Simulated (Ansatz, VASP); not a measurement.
# BeTe: VASP beside Ansatz

INCAR

```
  PREC = Accurate
  ENCUT = 600
  EDIFF = 1E-6
  ISMEAR = -1
  SIGMA = 0.02
  LREAL = F
  LASPH = T
  NELM = 120
  ALGO = Normal
  ISIF = 2
  LWAVE = F
  LCHARG = F
  GGA = PE
  NBANDS = 11
  GGA_COMPAT = F
```

The input KPOINTS:

```
regular mesh
0
Gamma
  8 8 8
```

File POSCAR:

```
BeTe
1.0
    0.0000000000      2.8286236255      2.7437649167
    2.8286236255      0.0000000000      2.7437649167
    2.8286236255      2.8286236255      0.0000000000
Be Te
1 1
Direct
    0.0000000000      0.0000000000      0.0000000000
    0.2500000000      0.2500000000      0.2500000000
```

Input for Ansatz:

```yaml
crystal:
  lattice:
    - [0.0, 2.8286236255, 2.7437649167]
    - [2.8286236255, 0.0, 2.7437649167]
    - [2.8286236255, 2.8286236255, 0.0]
  atoms:
    - { symbol: Be, position: [0.0, 0.0, 0.0] }
    - { symbol: Te, position: [0.25, 0.25, 0.25] }
kpoints:
  mp_grid: { grid: [8, 8, 8] }
  band_path:
    path:
      - [0.0, 0.0, 0.0]
      - [-0.5, -0.5, 0.0]
      - [-0.375, -0.375, 0.25]
      - [-0.375, 0.0, 0.375]
      - [0.0, 0.0, 0.5]
      - [-0.5, -0.25, 0.25]
    npoints: 1
hamiltonian:
  xc: pbe
scf:
  occupations: { method: fermi_dirac, width: 0.02 }
  n_extra_bands: 4
output:
  forces: true
  stress: true
  eigenvalues: true
```

Change from the starting cell: uniaxial_z strain -3.0%.

Alike in both runs: task single point; functional PBE; k mesh 8 × 8 × 8; occupations fermi-dirac, width 0.02 eV; no spin polarisation.

|  | VASP | Ansatz |
| --- | --- | --- |
| version | VASP 6.6.1 | Ansatz 0.2.0 |
| potentials or method | VASP PAW PBE potentials, release 64 (Be, Te) | plane waves, PAW |
| plane-wave cutoff (eV) | 600 | 420 |
| valence electrons in the cell | 8 | 18 |

VASP gave:

* gap on the k mesh at the Fermi level (eV): 1.69
* pressure (GPa): 2.2
* traceless stress, the component that is largest in VASP (GPa): 1.17

Q: What did Ansatz give for the same quantities?

A: gap on the k mesh at the Fermi level (eV): 1.70; pressure (GPa): 2.0; traceless stress, the component that is largest in VASP (GPa): 1.18.

With one functional, cell and mesh, what is left measures potentials, basis and numerics. VASP's potentials hold 8 valence electrons a cell and Ansatz's 18, so a difference there can come from the potentials and not from the codes.

Spin-orbit coupling is off throughout.
